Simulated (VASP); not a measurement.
# Lu: single point with LDA

Crystal: Lu.

```
CELL_PARAMETERS angstrom
3.38239 0.00000 0.00000
-1.69120 2.92924 0.00000
0.00000 0.00000 5.25241
ATOMIC_POSITIONS crystal
Lu 0.33333 0.66667 0.25000
Lu 0.66667 0.33333 0.75000
```

```
Program             : VASP 6.6.1
Task                : single point
Functional          : LDA
Potentials or basis : VASP PAW PBE potentials, release 64 (Lu)
Cutoff              : 520 eV
k mesh              : 11 × 11 × 6
Occupations         : fermi-dirac, width 1 eV
Spin                : no spin polarisation
```

```yaml
Pressure: 5.8 GPa
Band_gap_on_the_k_mesh: zero (band 25 reaches 3.63 eV, above the bottom of band 26 at 1.70 eV)
```

Stress tensor (GPa, compression positive):
```
4.50 0.00 0.00
0.00 4.50 0.00
0.00 0.00 8.35
```

Levels at points of the mesh, in eV from the Fermi level:
```csv
k point,band 21,band 22,band 23,band 24,band 25,band 26,band 27,band 28,band 29,band 30
"(0.00, 0.00, 0.00)",-5.12,-5.10,-5.09,-2.48,1.34,2.28,2.28,2.82,3.13,3.13
"(0.00, 0.00, 0.50)",-5.10,-5.10,-4.27,-4.27,1.37,1.37,2.16,2.16,2.16,2.16
```

It took 2.3 min on 1 thread of Intel(R) Xeon(R) Platinum 8259CL CPU @ 2.50GHz (Skylake/Cascade Lake) (shared host), peak memory 0.22 GiB.

Caveat: the PAW data sets were made with another functional, which shifts forces and pressure a little; spin-orbit coupling is left out, which moves the levels of the heavy elements.
